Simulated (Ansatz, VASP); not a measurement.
## C: VASP beside Ansatz

```xyz
4
Lattice="2.5117 0.0000 0.0000 -1.2558 2.1752 0.0000 0.0000 0.0000 4.1802" Properties=species:S:1:pos:R:3 pbc="T T T"
C     0.0000    1.4501    0.2622
C     1.2558    0.7251    2.3523
C     0.0000    1.4501    1.8279
C     1.2558    0.7251    3.9180
```

Alike in both runs: functional PBE; k mesh 8 × 8 × 4; occupations fermi-dirac, width 0.05 eV; no spin polarisation.

Ansatz relaxed the structure, and its values are those at the end. VASP's run is a single point on that final structure, the one shown.

```csv
,VASP,Ansatz
version,VASP 6.6.1,Ansatz 0.2.0
potentials or method,"VASP PAW PBE potentials, release 64 (C), cutoff 520 eV","plane waves (420 eV) with PAW, scalar-relativistic"
valence electrons in the cell,16,16
```

Ansatz gave:

* pressure (GPa): 0.0

Task: Which values does VASP return?

Result: Pressure (GPa): 0.6.
